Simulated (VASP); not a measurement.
Set up this calculation in VASP 6.6.1, as the native input.

```
Task                   : single point
Functional             : PBE
Potentials or basis    : VASP PAW PBE potentials, release 64 (Si)
Cutoff                 : 520 eV
k mesh                 : 8 × 6 × 8
Occupations            : gaussian, width 0.1 eV
Spin                   : no spin polarisation
Dipole correction      : no
Further INCAR settings : ALGO = Normal; EDIFF = 1e-07; NBANDS = 26
```

The structure of Si lies in POSCAR:

```
Si
1.0
    5.6886268003      0.0000000000      0.0000000000
    0.0000000000      5.7924811475      0.0000000000
    0.0000000000      0.0000000000      5.5980811383
Si
8
Direct
    0.4561604316      0.0000000000      0.7048899038
    0.0438395684      0.0000000000      0.7048899038
    0.5438395684      0.0000000000      0.2951100962
    0.9561604316      0.0000000000      0.2951100962
    0.0000000000      0.2925103428      0.0000000000
    0.5000000000      0.7074896572      0.0000000000
    0.0000000000      0.7074896572      0.0000000000
    0.5000000000      0.2925103428      0.0000000000
```

The input as run:

INCAR

```
  PREC = Accurate
  ENCUT = 520
  EDIFF = 1E-7
  ISMEAR = 0
  SIGMA = 0.1
  LREAL = F
  LASPH = T
  NELM = 60
  ALGO = Normal
  ISIF = 2
  LWAVE = F
  LCHARG = F
  GGA = PE
  NBANDS = 26
```

KPOINTS

```
regular mesh
0
Gamma
  8 6 8
```

Potentials or basis: VASP PAW PBE potentials, release 64 (Si).

Launch:

```console
$ cat potpaw_PBE.64/Si/POTCAR > POTCAR
$ mpirun -np 1 vasp_std > vasp.out
```

Results of the run:

* Pressure: -0.1 GPa
* Largest force: 0.004 eV/Å
* Band gap on the k mesh: zero (band 16 reaches 5.19 eV, above the bottom of band 17 at 3.75 eV)

Run time: 3.4 min on 1 thread of Intel(R) Xeon(R) 6975P-C (Granite Rapids), on a shared host, peak memory 0.48 GiB.
